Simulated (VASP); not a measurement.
Runs of VASP 6.6.1 on AlOs. The structure is that of space group Pm-3m (No. 221), or close to it. The cells are those of the table. 

```tsv
cell	gap on the mesh (eV)	pressure (GPa)
a = 2.957 Å, 2 atoms	none	5.8
a = 3.057 Å, 2 atoms	none	-17.4
a = 2.998 Å, 2 atoms	none	-5.0
a = 2.937 Å, 2 atoms	none	(b)
a = 3.037 Å, 2 atoms	none	(a)
```

Alike in all rows: task single point; level LDA; potentials or basis VASP PAW LDA potentials, release 64 (Al, Os); no spin polarisation; k mesh 8 × 8 × 8; cutoff (eV) 600; smearing gaussian 0.1 eV.

Question: Estimate the missing entries.

Answer: (a) -13.7; (b) 12.2.

Caveats: spin-orbit coupling is left out, which moves the levels of the heavy elements.

A k mesh can miss the band edges, and the runs leave out spin-orbit coupling on Os.

A gap of «none» marks levels without a gap at the run's occupations.
